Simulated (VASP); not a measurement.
# CsLiCr2Te2S3 (Cm) in VASP: settings compared

CsLiCr2Te2S3 is run at these levels: PBE, PBE-based screened hybrid; tasks: single point.

Program: VASP 6.6.1. These are calculated values, not measurements. Logs are shortened: lines on timing, memory, paths and dates and some standing lists are left out, and cuts for length are marked.

## (1) The cell of the first run

It takes space group Cm (No. 8, monoclinic). Conventional cell: a = 6.977 Å, b = 10.565 Å, c = 8.135 Å, α = 90.00°, β = 111.21°, γ = 90.00°. Cs (site symmetry m) has 6 S at 3.65 to 4.64 Å and 2 Li at 4.08 to 4.53 Å and 6 Te at 4.23 to 4.44 Å and 6 Cr at 4.72 to 4.76 Å within 4.8 Å. Within 3.3 Å of Li (site symmetry m) lie 3 S at 2.47 to 2.62 Å and 2 Te at 3.08 Å and 2 Cr at 3.16 Å. Cr (site symmetry 1) has 3 S at 2.25 to 2.30 Å and 1 Te at 2.56 Å within 3.0 Å. Within 3.4 Å of Te (site symmetry 1) lie 1 Cr at 2.56 Å and 1 Li at 3.08 Å and 1 Te at 3.26 Å. Within 3.0 Å of S (site symmetry 1) lie 2 Cr at 2.29 to 2.30 Å and 1 Li at 2.62 Å. Within 3.0 Å of S (site symmetry m) lie 2 Cr at 2.25 Å and 1 Li at 2.47 Å.

## (2) Single point, PBE, collinear spin, ferromagnetic start (volume scaled by 1.06)

INCAR

```
ALGO = Normal
EDIFF = 1E-7
ENCUT = 520
GGA = PE
ISIF = 2
ISMEAR = -1
ISPIN = 2
LASPH = T
LCHARG = F
LMAXMIX = 4
LORBIT = 11
LREAL = F
LWAVE = F
MAGMOM = 0 0 3 3 0 0 0 0 0
NBANDS = 47
NELM = 150
PREC = Accurate
SIGMA = 0.05
```

KPOINTS

```
k-points
0
Gamma
  4 4 3
```

POSCAR

```
CsLiCr2Te2S3
1.0
    3.4887276255     -5.2822979530      0.0079937645
    3.4887276255      5.2822979530      0.0079937645
   -2.9610677937      0.0000000000      7.5766715105
Cs Li Cr Te S
1 1 2 2 3
Direct
    0.0937400000      0.0937400000      0.0085300000
    0.5887500000      0.5887500000      0.5533600000
    0.0564600000      0.4675500000      0.5579000000
    0.4675500000      0.0564600000      0.5579000000
    0.5648600000      0.8735700000      0.2903500000
    0.8735700000      0.5648600000      0.2903500000
    0.8115100000      0.3969700000      0.7334700000
    0.3969700000      0.8115100000      0.7334700000
    0.2140400000      0.2140400000      0.4837100000
```

Potentials or basis: VASP PAW PBE potentials, release 64 (Cs_sv, Li_sv, Cr_pv, Te, S).

Launch:

```bash
$ cat potpaw_PBE.64/Cs_sv/POTCAR potpaw_PBE.64/Li_sv/POTCAR potpaw_PBE.64/Cr_pv/POTCAR potpaw_PBE.64/Te/POTCAR potpaw_PBE.64/S/POTCAR > POTCAR
$ mpirun -np 1 vasp_std > vasp.out
```

OUTCAR:

```text
EDIFF = 1E-7
   ENCUT = 520
   GGA = PE
   ISIF = 2
   ISMEAR = -1
   ISPIN = 2
   LASPH = T
   LORBIT = 11
   LREAL = F
   NELM = 150
   PREC = Accurate

 ion  position               nearest neighbor table
   1  0.094  0.094  0.009-
   2  0.589  0.589  0.553-   9 2.47   8 2.62   7 2.62   6 3.08   5 3.08
   3  0.056  0.468  0.558-   9 2.25   7 2.29   8 2.30   6 2.56
   4  0.468  0.056  0.558-   9 2.25   8 2.29   7 2.30   5 2.56
   5  0.565  0.874  0.290-   4 2.56   2 3.08   6 3.26
   6  0.874  0.565  0.290-   3 2.56   2 3.08   5 3.26
   7  0.812  0.397  0.733-   3 2.29   4 2.30   2 2.62
   8  0.397  0.812  0.733-   4 2.29   3 2.30   2 2.62
   9  0.214  0.214  0.484-   3 2.25   4 2.25   2 2.47

  LATTYP: Found a base centered monoclinic cell.
 ALAT       =     6.9774735672
 B/A-ratio  =     1.5141004555
 C/A-ratio  =     1.1658564481
 COS(beta)  =    -0.3618680181

  Lattice vectors:

 A1 = (   3.4887276255,  -5.2822979530,   0.0079937645)
 A2 = (   3.4887276255,   5.2822979530,   0.0079937645)
 A3 = (  -2.9610677937,   0.0000000000,   7.5766715105)

Analysis of symmetry for initial positions (statically):
=====================================================================
 Subroutine PRICEL returns:
 Original cell was already a primitive cell.

 Routine SETGRP: Setting up the symmetry group for a
 base centered monoclinic supercell.

 Subroutine GETGRP returns: Found  2 space group operations
 (whereof  2 operations were pure point group operations)
 out of a pool of  4 trial point group operations.

The static configuration has the point symmetry C_1h.

Analysis of symmetry for dynamics (positions and initial velocities):
=====================================================================
 Subroutine PRICEL returns:
 Original cell was already a primitive cell.

 Routine SETGRP: Setting up the symmetry group for a
 base centered monoclinic supercell.

 Subroutine GETGRP returns: Found  2 space group operations
 (whereof  2 operations were pure point group operations)
 out of a pool of  4 trial point group operations.

The dynamic configuration has the point symmetry C_1h.

Analysis of structural, dynamic, and magnetic symmetry:
=====================================================================
 Subroutine PRICEL returns:
 Original cell was already a primitive cell.

[... 154 lines left out ...]
  ext. energy  EPLUGINS =         0.00000000
  ---------------------------------------------------
  free energy    TOTEN  =       -45.68676591 eV

  energy without entropy =      -45.65139812  energy(sigma->0) =      -45.66908202

 E-fermi :   2.6476     XC(G=0):  -8.0659

 val. band max:        2.6313938591   @ k =   0.5000  -0.0000   0.0000
 cond. band min:       2.6582600134   @ k =   0.5000   0.5000   0.3333
 fundamental gap:      0.0268661544
 Fermi energy:         2.6476278707

 spin component 1

 k-point     1 :       0.0000    0.0000    0.0000
  band No.  band energies     occupation
      1     -43.3795      1.00000
      2     -41.7206      1.00000
      3     -41.7173      1.00000
      4     -41.6927      1.00000
      5     -41.6862      1.00000
      6     -41.6080      1.00000
[... 805 lines left out ...]
     44       7.3318      0.00000
     45       7.8111      0.00000
 Fermi energy:         2.6476278707

 spin component 2

 k-point     1 :       0.0000    0.0000    0.0000
  band No.  band energies     occupation
      1     -43.3775      1.00000
      2     -39.2543      1.00000
      3     -39.2534      1.00000
      4     -39.2193      1.00000
      5     -39.2179      1.00000
      6     -39.1818      1.00000
[... 805 lines left out ...]
     44       7.4058      0.00000
     45       7.8457      0.00000
 [bands above 45 left out]

------------------------ aborting loop because EDIFF is reached ----------------------------------------

  FORCE on cell =-STRESS in cart. coord.  units (eV):
  Direction    XX          YY          ZZ          XY          YZ          ZX
  --------------------------------------------------------------------------------------
  -------------------------------------------------------------------------------------
  Total       -3.1564856     -3.8620145     -3.2532523      0.0000000      0.0000000      0.1530850
  in kB      -18.0936946    -22.1379471    -18.6483834      0.0000000      0.0000000      0.8775182
  external PRESSURE =     -19.6266751 kB  Pullay stress =       0.0000000 kB

 VOLUME and BASIS-vectors are now :
 -----------------------------------------------------------------------------
  energy-cutoff  :      520.00
  volume of cell :      279.50
      direct lattice vectors                 reciprocal lattice vectors
     3.488727626 -5.282297953  0.007993765     0.143190503 -0.094655774  0.055960825
     3.488727626  5.282297953  0.007993765     0.143190503  0.094655774  0.055960825
    -2.961067794  0.000000000  7.576671510    -0.000302146  0.000000000  0.131865995

 POSITION                                       TOTAL-FORCE (eV/Angst)
 -----------------------------------------------------------------------------------
      0.62881      0.00000      0.06613        -0.003377      0.000000      0.026109
      2.46944      0.00000      4.20204        -0.080568      0.000000     -0.000242
      0.17615      2.17150      4.23121         0.052843     -0.031901      0.069978
      0.17615     -2.17150      4.23121         0.052843      0.031901      0.069978
      4.15854      1.63070      2.21139        -0.053337      0.116927      0.326685
      4.15854     -1.63070      2.21139        -0.053337     -0.116927      0.326685
      2.04420     -2.18972      5.56692        -0.011211     -0.101995     -0.478530
      2.04420      2.18972      5.56692        -0.011211      0.101995     -0.478530
      0.06116      0.00000      3.66833         0.107354      0.000000      0.137865
 -----------------------------------------------------------------------------------
    total drift:                               -0.000085      0.000000      0.000562

  FREE ENERGIE OF THE ION-ELECTRON SYSTEM (eV)
  ---------------------------------------------------
  free  energy   TOTEN  =       -45.6867659148 eV

  energy  without entropy=      -45.6513981248  energy(sigma->0) =      -45.66908202

 total charge

# of ion       s       p       d       tot
------------------------------------------
    1        1.831   4.705   0.020   6.556
    2        2.011   0.043   0.000   2.054
    3        0.317   6.252   4.121  10.690
    4        0.317   6.252   4.121  10.690
    5        1.391   1.944   0.023   3.357
    6        1.391   1.944   0.023   3.357
    7        1.340   2.372   0.000   3.712
    8        1.340   2.372   0.000   3.712
    9        1.341   2.394   0.000   3.735
--------------------------------------------------
tot         11.279  28.276   8.306  47.860

 magnetization (x)

# of ion       s       p       d       tot
------------------------------------------
    1       -0.000  -0.002  -0.000  -0.002
    2        0.001  -0.000   0.000   0.000
    3        0.030   0.020   2.365   2.415
    4        0.030   0.020   2.365   2.415
    5       -0.008  -0.228   0.002  -0.234
    6       -0.008  -0.228   0.002  -0.234
    7       -0.003  -0.097   0.000  -0.100
    8       -0.003  -0.097   0.000  -0.100
    9        0.001  -0.103   0.000  -0.102
--------------------------------------------------
tot          0.039  -0.715   4.734   4.057
```

stdout:

```text
POSCAR found type information on POSCAR CsLiCrTeS
 POSCAR found :  5 types and       9 ions
 scaLAPACK will be used
 LDA part: xc-table for (Slater+PW92), standard interpolation
 POSCAR, INCAR and KPOINTS ok, starting setup
 FFT: planning ... GRIDC
 FFT: planning ... GRID_SOFT
 FFT: planning ... GRID
 WAVECAR not read
 entering main loop
```

Run time: 13 min. Hardware: 1 thread of Intel Xeon 6975P-C, shared host; peak memory 0.73 GiB.

What came out:

```
Free energy                                           : -45.6868 eV
Largest force                                         : 0.489 eV/Å
Band gap on the k mesh                                : zero (filled and empty bands overlap)
Net moment                                            : 4.04 μB per cell
Site moments                                          : Cs -0.00; Li +0.00; Cr +2.42; Te -0.23; S -0.10 μB
Valence electrons inside the program's atomic spheres : Cs 6.56; Li 2.05; Cr 10.69; Te 3.36; S 3.71, 3.73
```

Forces in eV/Å, atoms in the order of the input:
```
Cs  -0.003  0.000  0.026
Li  -0.081  0.000  0.000
Cr   0.053 -0.032  0.070
Cr   0.053  0.032  0.070
Te  -0.053  0.117  0.327
Te  -0.053 -0.117  0.327
S   -0.011 -0.102 -0.479
S   -0.011  0.102 -0.479
S    0.107  0.000  0.138
```

Caveat: the cell differs from its parent crystal (volume scaled by 1.06); the cutoff is under 1.25 times the usual one of these potentials, so pressure, stress and relaxed cells hold a basis-set (Pulay) error; spin-orbit coupling is left out, which moves the levels of the heavy elements; only a ferromagnetic start was run, and an antiferromagnetic order may lie lower in energy.

## (3) Single point, PBE-based screened hybrid, collinear spin, ferromagnetic start

This run uses another cell than the first one, of 29.30 Å³/atom, 0.943 times its volume.

POSCAR: that of step 2 with these lines changed.

```diff
@@ -2,5 +2,5 @@
 1.0
-    3.4887276255     -5.2822979530      0.0079937645
-    3.4887276255      5.2822979530      0.0079937645
-   -2.9610677937      0.0000000000      7.5766715105
+    3.4216200000     -5.1806900000      0.0078400000
+    3.4216200000      5.1806900000      0.0078400000
+   -2.9041100000      0.0000000000      7.4309300000
 Cs Li Cr Te S
```

INCAR.step1

```
  PREC = Accurate
  ENCUT = 520
  EDIFF = 1E-5
  ISMEAR = -1
  SIGMA = 0.05
  LREAL = F
  LASPH = T
  NELM = 150
  ALGO = Normal
  ISIF = 2
  LWAVE = T
  ISPIN = 2
  MAGMOM = 0 0 3 3 0 0 0 0 0
  LORBIT = 11
  LMAXMIX = 4
  NBANDS = 47
  GGA = PE
  LUSENCCL = F
```

INCAR.step2

```
  PREC = Accurate
  ENCUT = 520
  EDIFF = 1E-7
  ISMEAR = -1
  SIGMA = 0.05
  LREAL = F
  LASPH = T
  NELM = 150
  ALGO = Normal
  ISIF = 2
  LWAVE = F
  LCHARG = T
  ISPIN = 2
  MAGMOM = 0 0 3 3 0 0 0 0 0
  LORBIT = 11
  LMAXMIX = 4
  GGA = PE
  LHFCALC = T
  AEXX = 0.25
  HFSCREEN = 0.3
  PRECFOCK = Fast
  LELF = T
  LVHAR = T
  NBANDS = 47
  ISTART = 1
  LUSENCCL = F
```

KPOINTS

```
regular mesh
0
Gamma
  2 2 2
```

Potentials or basis: VASP PAW PBE potentials, release 64 (Cs_sv, Li_sv, Cr_pv, Te, S).

Launch:

```bash
$ cat potpaw_PBE.64/Cs_sv/POTCAR potpaw_PBE.64/Li_sv/POTCAR potpaw_PBE.64/Cr_pv/POTCAR potpaw_PBE.64/Te/POTCAR potpaw_PBE.64/S/POTCAR > POTCAR
$ cp INCAR.step1 INCAR
$ mpirun -np 1 vasp_std > vasp.out
$ cp INCAR.step2 INCAR
$ mpirun -np 1 vasp_std > vasp.out
```

OUTCAR:

```text
PREC = Accurate
   ENCUT = 520
   EDIFF = 1E-7
   ISMEAR = -1
   LREAL = F
   LASPH = T
   NELM = 150
   ISIF = 2
   ISPIN = 2
   LORBIT = 11
   GGA = PE
   LHFCALC = T
   AEXX = 0.25
   HFSCREEN = 0.3
   PRECFOCK = Fast
   ISTART = 1

 ion  position               nearest neighbor table
   1  0.094  0.094  0.009-
   2  0.589  0.589  0.553-   9 2.42   8 2.56   7 2.56   6 3.02   5 3.02
   3  0.056  0.468  0.558-   9 2.20   7 2.24   8 2.25   6 2.51
   4  0.468  0.056  0.558-   9 2.20   8 2.24   7 2.25   5 2.51
   5  0.565  0.874  0.290-   4 2.51   2 3.02   6 3.20
   6  0.874  0.565  0.290-   3 2.51   2 3.02   5 3.20
   7  0.812  0.397  0.733-   3 2.24   4 2.25   2 2.56
   8  0.397  0.812  0.733-   4 2.24   3 2.25   2 2.56
   9  0.214  0.214  0.484-   3 2.20   4 2.20   2 2.42

  LATTYP: Found a base centered monoclinic cell.
 ALAT       =     6.8432579639
 B/A-ratio  =     1.5141004555
 C/A-ratio  =     1.1658564481
 COS(beta)  =    -0.3618680181

  Lattice vectors:

[... 792 lines left out ...]
  external PRESSURE =      10.1181390 kB  Pullay stress =       0.0000000 kB

 VOLUME and BASIS-vectors are now :
 -----------------------------------------------------------------------------
  energy-cutoff  :      520.00
  volume of cell :      263.68
      direct lattice vectors                 reciprocal lattice vectors
     3.421620000 -5.180690000  0.007840000     0.145998873 -0.096512241  0.057058374
     3.421620000  5.180690000  0.007840000     0.145998873  0.096512241  0.057058374
    -2.904110000  0.000000000  7.430930000    -0.000308072  0.000000000  0.134452259

 POSITION                                       TOTAL-FORCE (eV/Angst)
 -----------------------------------------------------------------------------------
      0.61671      0.00000      0.06486        -0.007786      0.000000     -0.022026
      2.42194      0.00000      4.12121        -0.047575      0.000000      0.091383
      0.17276      2.12973      4.14982        -0.110150     -0.040951     -0.101128
      0.17276     -2.12973      4.14982        -0.110150      0.040951     -0.101128
      4.07855      1.59933      2.16885         0.002229      0.033348     -0.158783
      4.07855     -1.59933      2.16885         0.002229     -0.033348     -0.158783
      2.00488     -2.14760      5.45984         0.079447      0.141750      0.254783
      2.00488      2.14760      5.45984         0.079447     -0.141750      0.254783
      0.05998      0.00000      3.59777         0.112308      0.000000     -0.059100
 -----------------------------------------------------------------------------------
    total drift:                               -0.000018     -0.000000      0.000189

  FREE ENERGIE OF THE ION-ELECTRON SYSTEM (eV)
  ---------------------------------------------------
  free  energy   TOTEN  =       -55.7532013631 eV

  energy  without entropy=      -55.7302304820  energy(sigma->0) =      -55.74171592

 total charge

# of ion       s       p       d       tot
------------------------------------------
    1        2.138   4.735   0.021   6.893
    2        2.013   0.052   0.000   2.065
    3        0.369   6.295   4.123  10.787
    4        0.369   6.295   4.123  10.787
    5        1.357   2.092   0.026   3.475
    6        1.357   2.092   0.026   3.475
    7        1.334   2.425   0.000   3.759
    8        1.334   2.425   0.000   3.759
    9        1.340   2.446   0.000   3.787
--------------------------------------------------
tot         11.611  28.857   8.318  48.786

 magnetization (x)

# of ion       s       p       d       tot
------------------------------------------
    1       -0.000  -0.004  -0.001  -0.004
    2        0.001  -0.000   0.000   0.000
    3        0.037   0.019   2.818   2.874
    4        0.037   0.019   2.818   2.874
    5       -0.018  -0.436   0.002  -0.452
    6       -0.018  -0.436   0.002  -0.452
    7       -0.007  -0.149   0.000  -0.156
    8       -0.007  -0.149   0.000  -0.156
    9       -0.001  -0.175   0.000  -0.176
--------------------------------------------------
tot          0.022  -1.309   5.639   4.352
```

OUTCAR.step1:

```text
PREC = Accurate
   ENCUT = 520
   EDIFF = 1E-5
   ISMEAR = -1
   LREAL = F
   LASPH = T
   NELM = 150
   ISIF = 2
   ISPIN = 2
   LORBIT = 11
[... 849 lines left out ...]
--------------------------------------------------
tot         11.318  28.433   8.427  48.178

 magnetization (x)

# of ion       s       p       d       tot
------------------------------------------
    1       -0.000  -0.002   0.000  -0.002
    2        0.001  -0.000   0.000   0.000
    3        0.028   0.022   2.262   2.312
    4        0.028   0.022   2.262   2.312
    5       -0.008  -0.207   0.003  -0.212
    6       -0.008  -0.207   0.003  -0.212
    7       -0.003  -0.076   0.000  -0.079
    8       -0.003  -0.076   0.000  -0.079
    9        0.002  -0.091   0.000  -0.089
--------------------------------------------------
tot          0.037  -0.614   4.529   3.951
```

Run time: 25 min. Hardware: 1 × NVIDIA H100 80GB with 1 thread of AMD EPYC 7R13 (Zen 3), shared host; peak memory 1.5 GiB.

Results:

```
Free energy                                           : -55.7532 eV
Largest force                                         : 0.302 eV/Å
Band gap on the k mesh                                : zero (filled and empty bands overlap)
Net moment                                            : 4.02 μB per cell
Site moments                                          : Cs -0.00; Li +0.00; Cr +2.87; Te -0.45; S -0.16, -0.18 μB
Valence electrons inside the program's atomic spheres : Cs 6.89; Li 2.06; Cr 10.79; Te 3.48; S 3.76, 3.79
```

Forces on the atoms (eV/Å):
```
Cs  -0.008  0.000 -0.022
Li  -0.048  0.000  0.091
Cr  -0.110 -0.041 -0.101
Cr  -0.110  0.041 -0.101
Te   0.002  0.033 -0.159
Te   0.002 -0.033 -0.159
S    0.079  0.142  0.255
S    0.079 -0.142  0.255
S    0.112  0.000 -0.059
```

Caveat: the k points lie up to 0.58 Å⁻¹ apart; the cutoff is under 1.25 times the usual one of these potentials, so pressure, stress and relaxed cells hold a basis-set (Pulay) error; the PAW data sets were made with another functional, which shifts forces and pressure a little; spin-orbit coupling is left out, which moves the levels of the heavy elements; only a ferromagnetic start was run, and an antiferromagnetic order may lie lower in energy.

(Part 1 of 2 ends here.)
